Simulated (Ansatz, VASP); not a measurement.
Ta2AlF3: VASP beside Ansatz

```
Ta Al F
1.0
     4.98738    0.00000    0.00000
    -2.49369    4.31920    0.00000
     0.00000    0.00000    3.84668
Ta Al F
2 1 3
Direct
  0.66667 0.33333 0.00000
  0.33333 0.66667 0.00000
  0.00000 0.00000 0.00000
  0.00000 0.50000 0.50000
  0.50000 0.00000 0.50000
  0.50000 0.50000 0.50000
```

Change from the starting cell: species swapped into the PrB2Ru3 type (P6/mmm, No. 191).

Alike in both runs: functional PBE; k mesh 6 × 6 × 6; occupations gaussian, width 0.1 eV; no spin polarisation.

Ansatz relaxed the structure, and its values are those at the end. VASP's run is a single point on that final structure, the one shown.

|  | VASP | Ansatz |
| --- | --- | --- |
| version | VASP 6.6.1 | Ansatz 0.2.0 |
| potentials or method | VASP PAW PBE potentials, release 64 (Ta_pv, Al, F), cutoff 520 eV | scalar-relativistic, plane waves, PAW |
| valence electrons in the cell | 46 | 50 |

Ansatz gave:

```
gap on the k mesh at the Fermi level (eV) : none
pressure (GPa)                            : 0.2
```

Problem. Which values does VASP return?

Solution. gap on the k mesh at the Fermi level (eV): none; pressure (GPa): 0.1.

A gap of «none» marks a metal or a gap that the smearing closes. The functional is the same, so the differences come from potentials, cutoffs and numerics. VASP's potentials hold 46 valence electrons a cell and Ansatz's 50, so a difference there can come from the potentials and not from the codes.

Spin-orbit coupling is off throughout.
